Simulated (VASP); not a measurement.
## CaO: single point with PBE

The system is CaO.

```xyz
2
Lattice="0.0000 2.4749 2.4749 2.4749 0.0000 2.4749 2.4749 2.4749 0.0000" Properties=species:S:1:pos:R:3 pbc="T T T"
Ca    0.0000    0.0000    0.0000
O     2.4749    2.4749    2.4749
```

This cell differs from its parent crystal: volume changed by +10%.

```yaml
Program: VASP 6.6.1
Task: single point
Functional: PBE
Potentials_or_basis: VASP PAW PBE potentials, release 64 (Ca_sv, O)
Cutoff: 520 eV
k_mesh: 6 × 6 × 6
Occupations: gaussian, width 0.01 eV
Spin: no spin polarisation
```

```json
{"Pressure": "-6.2 GPa", "Band gap on the k mesh": "3.64 eV, indirect (least direct gap 4.03 eV)"}
```

Levels at points of the mesh, in eV from the valence-band top:
```tsv
k point	band 4	band 5	band 6	band 7	band 8	band 9	band 10	band 11	band 12	band 13
(0.00, 0.00, 0.00)	-18.83	-15.37	0.00	0.00	0.00	4.03	6.00	6.00	6.00	7.35
(0.50, 0.00, 0.00)	-18.87	-14.49	-2.44	-1.04	-1.04	6.64	7.84	7.87	7.87	9.70
(0.50, 0.50, 0.00)	-19.00	-15.13	-1.32	-0.39	-0.39	3.64	7.41	8.39	8.94	8.94
```

Run time: 5.3 s on 1 thread of Intel(R) Xeon(R) 6975P-C (Granite Rapids) (shared host), peak memory 0.15 GiB.

 A k mesh can miss the band edges.
